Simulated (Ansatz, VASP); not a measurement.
# Fe: VASP beside Ansatz

```
Fe
1.0
    -1.44300    1.44300    1.44300
     1.44300   -1.44300    1.44300
     1.44300    1.44300   -1.44300
Fe
1
Cartesian
  0.0000 0.0000 0.0000
```

Alike in both runs: task single point; functional PBEsol; k mesh 11 × 11 × 11; occupations fermi-dirac, width 0.05 eV; collinear spin; fixed moment 3.8 μB.

|  | VASP | Ansatz |
| --- | --- | --- |
| version | VASP 6.6.1 | Ansatz 0.2.0 |
| potentials or method | VASP PAW PBE potentials, release 64 (Fe_sv) | Ansatz PAW |
| plane-wave cutoff (eV) | 600 | 420 |
| valence electrons in the cell | 16 | 16 |

Ansatz gave:

| Item | Value |
| --- | --- |
| net moment per atom (μB) | 3.80 |
| size of the moment on the site where the two differ most (μB) | 3.52 |

Problem. Estimate VASP's values.

Solution. net moment per atom (μB): 3.80; size of the moment on the site where the two differ most (μB): 3.33.

VASP's potentials were made for PBE, not for PBEsol. Site moments also hang on the region over which each program counts them. The functional is the same, so the differences come from potentials, cutoffs and numerics.
